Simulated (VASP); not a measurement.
# TiSi16 (a cell with a defect) in VASP: notebook

The runs below take TiSi16 (a cell with a defect) through single point, with PBE.

Program: VASP 6.6.1. These are calculated values, not measurements. Logs are shortened: lines on timing, memory, paths and dates and some standing lists are left out, and cuts for length are marked.

## (1) The cell of the first run

The cell holds a defect, 17 atoms: a = 7.679 Å, b = 7.679 Å, c = 7.679 Å, α = 60.00°, β = 60.00°, γ = 60.00°.

## (2) Single point, PBE

The input, INCAR:

```
PREC = Accurate
ENCUT = 520
EDIFF = 1E-6
ISMEAR = -1
SIGMA = 0.02
LREAL = Auto
LASPH = T
NELM = 100
ALGO = Normal
ISIF = 2
LWAVE = F
LCHARG = F
GGA = PE
NBANDS = 52
```

The input, KPOINTS:

```
Automatic mesh
0
Gamma
  2 2 2
```

The input, POSCAR:

```
TiSi16
1.0
    0.0000000000      5.4300000000      5.4300000000
    5.4300000000      0.0000000000      5.4300000000
    5.4300000000      5.4300000000      0.0000000000
Si Ti
16 1
Direct
   -0.0080121547      0.0002136280     -0.0000631676
    0.1247864641      0.1250975138      0.1248558932
   -0.0080534070      0.0001602210      0.5074596685
    0.1140488029      0.1322000000      0.6266406998
   -0.0080263352      0.5076976059     -0.0001103131
    0.1140550645      0.6269173112      0.1318981584
   -0.0079741252      0.5026562615      0.5023481584
    0.1140597606      0.6268455801      0.6265884899
    0.4866295580      0.0044927256      0.0043402394
    0.6103665746      0.1240415285      0.1236919890
    0.4880135359     -0.0011803867      0.5064172192
    0.6104060773      0.1237937385      0.6416486188
    0.4880093002      0.5067041436     -0.0015422652
    0.6104012891      0.6418217311      0.1235351750
    0.4880347145      0.5064971455      0.5062901473
    0.6220768877      0.6259816759      0.6256348987
    0.7383011971      0.2539207182      0.2537205341
```

Potentials or basis: VASP PAW PBE potentials, release 64 (Si, Ti_sv).

Launch:

```sh
$ cat potpaw_PBE.64/Si/POTCAR potpaw_PBE.64/Ti_sv/POTCAR > POTCAR
$ mpirun -np 1 vasp_std > vasp.out
```

OUTCAR:

```text
PREC = Accurate
   ENCUT = 520
   EDIFF = 1E-6
   ISMEAR = -1
   LREAL = Auto
   LASPH = T
   NELM = 100
   ISIF = 2
   GGA = PE

 ion  position               nearest neighbor table
   1  0.992  0.000  1.000-   6 2.34   4 2.34  10 2.39   2 2.40  17 2.76
   2  0.125  0.125  0.125-   9 2.27   5 2.40   1 2.40   3 2.40  17 2.42
   3  0.992  0.000  0.507-   8 2.34   4 2.34  12 2.39   2 2.40  17 2.76
   4  0.114  0.132  0.627-   7 2.32   1 2.34   3 2.34  11 2.35
   5  0.992  0.508  1.000-   8 2.34   6 2.34  14 2.39   2 2.40  17 2.76
   6  0.114  0.627  0.132-   7 2.32   1 2.34   5 2.34  13 2.35
   7  0.992  0.503  0.502-  16 2.32   6 2.32   4 2.32   8 2.32
   8  0.114  0.627  0.627-   7 2.32   5 2.34   3 2.34  15 2.35
   9  0.487  0.004  0.004-   2 2.27  10 2.27  14 2.27  12 2.27
  10  0.610  0.124  0.124-   9 2.27   1 2.39  13 2.40  11 2.40  17 2.43
  11  0.488  0.999  0.506-  16 2.34   4 2.35  12 2.40  10 2.40  17 2.74
  12  0.610  0.124  0.642-   9 2.27   3 2.39  11 2.40  15 2.40  17 2.43
  13  0.488  0.507  0.998-  16 2.34   6 2.35  14 2.40  10 2.40  17 2.75
  14  0.610  0.642  0.124-   9 2.27   5 2.39  13 2.40  15 2.40  17 2.43
  15  0.488  0.506  0.506-  16 2.34   8 2.35  12 2.40  14 2.40  17 2.74
  16  0.622  0.626  0.626-   7 2.32  13 2.34  11 2.34  15 2.34
  17  0.738  0.254  0.254-   2 2.42  10 2.43  14 2.43  12 2.43  15 2.74  11 2.74  13 2.75   3 2.76
                             5 2.76   1 2.76

  LATTYP: Found a face centered cubic cell.
 ALAT       =    10.8600000000

  Lattice vectors:

 A1 = (   0.0000000000,   5.4300000000,   5.4300000000)
 A2 = (   5.4300000000,   0.0000000000,   5.4300000000)
 A3 = (   5.4300000000,   5.4300000000,   0.0000000000)

Analysis of symmetry for initial positions (statically):
=====================================================================
 Subroutine PRICEL returns:
 Original cell was already a primitive cell.

 Routine SETGRP: Setting up the symmetry group for a
 face centered cubic supercell.

 Subroutine GETGRP returns: Found  1 space group operations
 (whereof  1 operations were pure point group operations)
 out of a pool of 48 trial point group operations.

The static configuration has the point symmetry C_1 .

Analysis of symmetry for dynamics (positions and initial velocities):
=====================================================================
 Subroutine PRICEL returns:
 Original cell was already a primitive cell.

 Routine SETGRP: Setting up the symmetry group for a
 face centered cubic supercell.

 Subroutine GETGRP returns: Found  1 space group operations
 (whereof  1 operations were pure point group operations)
 out of a pool of 48 trial point group operations.

[... 122 lines left out ...]
   TEBEG  =    0.0;   TEEND  =   0.0 temperature during run
   PSTRESS=    0.0 pullay stress
   NELECT =      76.0000    total number of electrons
   NUPDOWN=      -1.0000    fix difference up-down
   EMIN   =  10.00;   EMAX   =-10.00  energy-range for DOS
   EFERMI =   0.00;   METHOD = LEGACY
   ISMEAR =    -1;   SIGMA  =   0.02  broadening in eV -4-tet -1-fermi 0-gaus
   EFERMI_NEDOS =   21; number of points for ismear=-14 and -15
   IALGO  =     38    algorithm
   IMIX   =      4    mixing-type and parameters
     AMIX     =   0.40;   BMIX     =  1.00
     AMIX_MAG =   1.60;   BMIX_MAG =  1.00
  volume/ion in A,a.u.               =      18.84       127.11
  Fermi-wavevector in a.u.,A,eV,Ry     =   1.013607  1.915439 13.978610  1.027399
  Thomas-Fermi vector in A             =   2.146786
   LORBIT       =      0    0 simple, 1 ext, 2 COOP (PROOUT), +10 PAW based schemes
   GGA     = PE    functional components
   LHFCALC =     F    Hartree Fock is set to
   AEXX    =    0.0000 exact exchange contribution
   IVDW    =     0    specifies the selected vdW correction
   LEPSILON=     F    determine dielectric tensor
   LRPA    =     F    only Hartree local field effects (RPA)
 non-spin polarized calculation
  energy-cutoff  :      520.00
  volume of cell :      320.21
 maximum number of plane-waves:      8646
 NGX is ok and might be reduce to    60
   NGX = 29   NGY = 29   NGZ = 29

 number of electron      76.0000003 magnetization

 Free energy of the ion-electron system (eV)
  ---------------------------------------------------
  ext. energy  EPLUGINS =         0.00000000
  ---------------------------------------------------
  free energy    TOTEN  =       -92.21356185 eV

  energy without entropy =      -92.18990075  energy(sigma->0) =      -92.20173130

 E-fermi :   6.9280     XC(G=0):  -9.7516

 val. band max:        6.8895144970   @ k =   0.0000   0.5000   0.5000
 cond. band min:       6.9478192081   @ k =   0.5000   0.0000   0.0000
 fundamental gap:      0.0583047111
 Fermi energy:         6.9279526987

 k-point     1 :       0.0000    0.0000    0.0000
  band No.  band energies     occupation
      1     -49.8801      2.00000
      2     -26.2553      2.00000
      3     -26.2547      2.00000
      4     -26.2470      2.00000
      5      -5.7214      2.00000
      6      -3.5191      2.00000
[... 413 lines left out ...]
     49       9.8781      0.00000
     50      10.5353      0.00000
 [bands above 50 left out]

------------------------ aborting loop because EDIFF is reached ----------------------------------------

  FORCE on cell =-STRESS in cart. coord.  units (eV):
  Direction    XX          YY          ZZ          XY          YZ          ZX
  --------------------------------------------------------------------------------------
  -------------------------------------------------------------------------------------
  Total        8.0361170      8.0196728      8.0244339      0.0496108     -0.0588549      0.0446607
  in kB       40.2093777     40.1270975     40.1509200      0.2482318     -0.2944852      0.2234635
  external PRESSURE =      40.1624650 kB  Pullay stress =       0.0000000 kB

 VOLUME and BASIS-vectors are now :
 -----------------------------------------------------------------------------
  energy-cutoff  :      520.00
  volume of cell :      320.21
      direct lattice vectors                 reciprocal lattice vectors
     0.000000000  5.430000000  5.430000000    -0.092081031  0.092081031  0.092081031
     5.430000000  0.000000000  5.430000000     0.092081031 -0.092081031  0.092081031
     5.430000000  5.430000000  0.000000000     0.092081031  0.092081031 -0.092081031

 POSITION                                       TOTAL-FORCE (eV/Angst)
 -----------------------------------------------------------------------------------
      5.43082     10.81615      5.38765        -0.017528     -0.000314     -0.000964
      1.35725      1.35556      1.35687         0.011252     -0.011064     -0.011322
      2.75638      8.14178      5.38714         0.001105      0.020675     -0.001168
      4.12050      4.02194      1.33713        -0.021723      0.020634     -0.005252
      8.18620     10.81582      8.14321         0.000972     -0.000649      0.019003
      4.12037      1.33553      4.02348        -0.021576     -0.005601      0.020808
[... 9 lines left out ...]
      6.79628      6.77508      6.77696         0.022246     -0.022397     -0.022165
      2.75649      5.38668      5.38777         0.000802     -0.008970     -0.005631
 -----------------------------------------------------------------------------------
    total drift:                                0.001569     -0.007302     -0.008408

  FREE ENERGIE OF THE ION-ELECTRON SYSTEM (eV)
  ---------------------------------------------------
  free  energy   TOTEN  =       -92.2135618539 eV

  energy  without entropy=      -92.1899007538  energy(sigma->0) =      -92.20173130
```

OSZICAR:

```text
N       E                     dE             d eps       ncg     rms          rms(c)
DAV:   1     0.341126479206E+03    0.34113E+03   -0.30873E+04   856   0.126E+03
DAV:   2    -0.569810352006E+02   -0.39811E+03   -0.37755E+03   948   0.245E+02
DAV:   3    -0.927006722544E+02   -0.35720E+02   -0.34885E+02  1208   0.666E+01
DAV:   4    -0.950660240888E+02   -0.23654E+01   -0.23297E+01  1280   0.149E+01
DAV:   5    -0.951349593677E+02   -0.68935E-01   -0.68812E-01  1104   0.224E+00    0.186E+01
DAV:   6    -0.943803755963E+02    0.75458E+00   -0.16629E+01  1132   0.193E+01    0.148E+01
DAV:   7    -0.929977200242E+02    0.13827E+01   -0.21340E+01  1116   0.229E+01    0.945E+00
DAV:   8    -0.923054071150E+02    0.69231E+00   -0.14745E+00  1020   0.553E+00    0.284E+00
DAV:   9    -0.922103203290E+02    0.95087E-01   -0.46519E-01  1312   0.281E+00    0.542E-01
DAV:  10    -0.922118598083E+02   -0.15395E-02   -0.22628E-02  1044   0.552E-01    0.366E-01
DAV:  11    -0.922136688748E+02   -0.18091E-02   -0.39944E-03  1056   0.255E-01    0.212E-01
DAV:  12    -0.922135144664E+02    0.15441E-03   -0.13274E-03  1120   0.191E-01    0.491E-02
DAV:  13    -0.922135625779E+02   -0.48112E-04   -0.18177E-04  1056   0.558E-02    0.222E-02
DAV:  14    -0.922135603884E+02    0.21896E-05   -0.30731E-05  1072   0.284E-02    0.712E-03
DAV:  15    -0.922135622690E+02   -0.18807E-05   -0.35398E-06   912   0.774E-03    0.338E-03
DAV:  16    -0.922135618539E+02    0.41508E-06   -0.18043E-07   544   0.180E-03
   1 F= -.92213562E+02 E0= -.92201731E+02  d E =-.236611E-01
```

stdout:

```text
POSCAR found type information on POSCAR SiTi
 POSCAR found :  2 types and      17 ions
 scaLAPACK will be used
 LDA part: xc-table for (Slater+PW92), standard interpolation
 POSCAR, INCAR and KPOINTS ok, starting setup
 FFT: planning ... GRIDC
 FFT: planning ... GRID_SOFT
 FFT: planning ... GRID
 WAVECAR not read
 entering main loop
```

Run time: 3.5 min. Hardware: 1 thread of Intel Xeon Platinum 8488C (Sapphire Rapids), shared host; peak memory 0.5 GiB.

What came out:

* Free energy: -92.2136 eV
* Pressure: 4.0 GPa
* Largest force: 0.039 eV/Å
* Band gap on the k mesh: zero (band 38 reaches 6.95 eV, above the bottom of band 39 at 6.53 eV)

Forces on the atoms (eV/Å):
```
Si  -0.018  0.000 -0.001
Si   0.011 -0.011 -0.011
Si   0.001  0.021 -0.001
Si  -0.022  0.021 -0.005
Si   0.001 -0.001  0.019
Si  -0.022 -0.006  0.021
Si  -0.018  0.018  0.019
Si   0.005  0.020  0.022
Si  -0.009  0.010  0.010
Si   0.015  0.016  0.016
Si   0.025 -0.025 -0.009
Si  -0.014 -0.015  0.014
Si   0.025 -0.008 -0.025
Si  -0.015  0.015 -0.015
Si   0.010 -0.024 -0.024
Si   0.022 -0.022 -0.022
Ti   0.001 -0.009 -0.006
```

Levels at points of the mesh, in eV from the Fermi level:
```csv
k point,band 33,band 34,band 35,band 36,band 37,band 38,band 39,band 40,band 41,band 42
"(0.00, 0.00, 0.00)",-1.72,-0.99,-0.99,-0.98,-0.42,-0.40,-0.40,-0.10,-0.10,0.25
"(0.50, 0.00, 0.00)",-1.98,-1.97,-1.36,-1.36,-0.28,0.02,0.02,0.45,0.45,0.83
"(0.00, 0.50, 0.00)",-1.97,-1.97,-1.37,-1.36,-0.27,0.03,0.05,0.44,0.44,0.80
"(0.00, 0.00, 0.50)",-1.97,-1.97,-1.37,-1.36,-0.27,0.03,0.05,0.44,0.44,0.80
"(0.50, 0.50, 0.50)",-1.97,-1.97,-1.37,-1.36,-0.27,0.02,0.05,0.44,0.44,0.80
"(0.50, 0.50, 0.00)",-2.45,-2.01,-2.00,-1.88,-0.70,-0.04,0.57,0.58,1.11,1.33
"(0.00, 0.50, 0.50)",-2.45,-2.01,-2.00,-1.88,-0.70,-0.04,0.57,0.58,1.11,1.33
"(0.50, 0.00, 0.50)",-2.45,-2.01,-2.00,-1.88,-0.70,-0.04,0.57,0.58,1.11,1.33
```

Caveat: the k points lie up to 0.50 Å⁻¹ apart.

## (3) Single point, PBE

The input, INCAR:

```
PREC     = Accurate       # precision mode
ENCUT    = 520            # plane-wave cutoff, eV
EDIFF    = 1E-6           # SCF threshold, eV
ISMEAR   = -1             # smearing method
SIGMA    = 0.02           # smearing width, eV
LREAL    = Auto         
LASPH    = T              # aspherical terms in the spheres
NELM     = 60             # most SCF steps
ALGO     = Normal         # electronic algorithm
ISIF     = 2              # what is computed and relaxed
LWAVE    = F              # write WAVECAR
LCHARG   = F              # write CHGCAR
GGA      = PE             # functional
NBANDS   = 52             # bands
```

KPOINTS is that of step 2.

The input, POSCAR:

```
TiSi16
1.0
    0.0000000000      5.4300000000      5.4300000000
    5.4300000000      0.0000000000      5.4300000000
    5.4300000000      5.4300000000      0.0000000000
Si Ti
16 1
Direct
   -0.0057997381     -0.0031123231     -0.0025462085
    0.1265165215      0.1184036034      0.1169100812
    0.0001603050     -0.0143816264      0.4996569196
    0.1250919526      0.1181249935      0.6242820605
    0.0028769675      0.4999619318     -0.0172255526
    0.1265267116      0.6235287755      0.1169434192
    0.0003091374      0.5002304295      0.4995587546
    0.1188722562      0.6234650894      0.6199907567
    0.4991705520     -0.0030425681     -0.0010651800
    0.6237108023      0.1196156959      0.1224692309
    0.4981755027     -0.0030070267      0.4931095554
    0.6169434205      0.1187119366      0.6260438267
    0.4993020529      0.4903304363     -0.0012906713
    0.6190013916      0.6234639925      0.1194683424
    0.4819822074      0.5000774754      0.5026909382
    0.6170239139      0.6235289201      0.6257278642
    0.8705190429      0.3720756644      0.3706150627
```

Potentials or basis: VASP PAW PBE potentials, release 64 (Si, Ti_sv).

Launch:

```sh
$ cat potpaw_PBE.64/Si/POTCAR potpaw_PBE.64/Ti_sv/POTCAR > POTCAR
$ mpirun -np 1 vasp_std > vasp.out
```

It took 2.3 min on 1 thread of Intel Xeon 6975P-C (Granite Rapids), shared host; peak memory 0.49 GiB.

It converged, with:

```yaml
Free_energy: -92.2142 eV
Pressure: 4.0 GPa
Largest_force: 0.018 eV/Å
Band_gap_on_the_k_mesh: zero (band 38 reaches 6.96 eV, above the bottom of band 39 at 6.55 eV)
```

Forces on the atoms (eV/Å):
```
Si  -0.001 -0.002 -0.002
Si   0.004 -0.006  0.000
Si  -0.001 -0.002 -0.005
Si   0.002  0.007  0.005
Si   0.003  0.002 -0.011
Si   0.005 -0.001  0.009
Si  -0.006 -0.009 -0.015
Si  -0.001 -0.005  0.000
Si  -0.001  0.011  0.011
Si   0.005 -0.010 -0.007
Si  -0.003  0.002  0.003
Si  -0.005 -0.006  0.000
Si  -0.003  0.007  0.003
Si  -0.005 -0.005  0.001
Si  -0.006  0.007  0.008
Si   0.005 -0.001  0.007
Ti   0.007  0.010 -0.007
```

Stress tensor (GPa, compression positive):
```
 4.00 -0.01 -0.07
-0.01  4.06  0.01
-0.07  0.01  3.99
```

Levels at points of the mesh, in eV from the Fermi level:
| k point | band 35 | band 36 | band 37 | band 38 | band 39 | band 40 |
| --- | --- | --- | --- | --- | --- | --- |
| (0.00, 0.00, 0.00) | -0.99 | -0.98 | -0.42 | -0.40 | -0.38 | -0.11 |
| (0.50, 0.00, 0.00) | -1.36 | -1.36 | -0.27 | 0.03 | 0.05 | 0.44 |
| (0.00, 0.50, 0.00) | -1.37 | -1.36 | -0.28 | 0.01 | 0.05 | 0.44 |
| (0.00, 0.00, 0.50) | -1.37 | -1.36 | -0.27 | 0.03 | 0.05 | 0.44 |
| (0.50, 0.50, 0.50) | -1.36 | -1.36 | -0.28 | 0.01 | 0.05 | 0.45 |
| (0.50, 0.50, 0.00) | -2.00 | -1.87 | -0.70 | -0.04 | 0.57 | 0.57 |
| (0.00, 0.50, 0.50) | -2.00 | -1.87 | -0.70 | -0.04 | 0.57 | 0.58 |
| (0.50, 0.00, 0.50) | -2.00 | -1.88 | -0.70 | -0.04 | 0.56 | 0.59 |

Caveat: the k points lie up to 0.50 Å⁻¹ apart.

(Part 1 of 2 ends here.)
